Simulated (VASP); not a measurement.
CuI: single point with r2SCAN

The system is CuI.

```
CELL_PARAMETERS angstrom
0.00000 3.01173 3.01173
3.01173 0.00000 3.01173
3.01173 3.01173 0.00000
ATOMIC_POSITIONS crystal
Cu 0.25000 0.25000 0.25000
I 0.00000 0.00000 0.00000
```

* Program: VASP 6.6.1
* Task: single point
* Functional: r2SCAN
* Potentials or basis: VASP PAW PBE potentials, release 64 (Cu, I)
* Cutoff: 520 eV
* k mesh: 8 × 8 × 8
* Occupations: gaussian, width 0.02 eV
* Spin: no spin polarisation

```
Pressure               : 0.0 GPa
Band gap on the k mesh : 1.67 eV
```

Levels at points of the mesh, in eV from the valence-band top:
```tsv
k point	band 5	band 6	band 7	band 8	band 9	band 10	band 11	band 12	band 13	band 14
(0.00, 0.00, 0.00)	-1.92	-1.92	0.00	0.00	0.00	1.67	5.22	5.22	5.22	8.68
(0.50, 0.00, 0.00)	-1.89	-1.89	-1.85	-0.74	-0.74	2.57	5.73	5.73	7.75	9.76
(0.50, 0.50, 0.00)	-1.96	-1.84	-1.82	-1.57	-1.57	2.90	3.17	9.94	10.51	10.51
```

It took 2.1 min on 1 thread of Intel Xeon 8259CL, on a shared host, peak memory 0.2 GiB.

Caveat: the PAW data sets were made with another functional, which shifts forces and pressure a little; spin-orbit coupling is left out, which moves the levels of the heavy elements. r2SCAN opens gaps a little over a GGA but as a rule still falls short of measured ones.
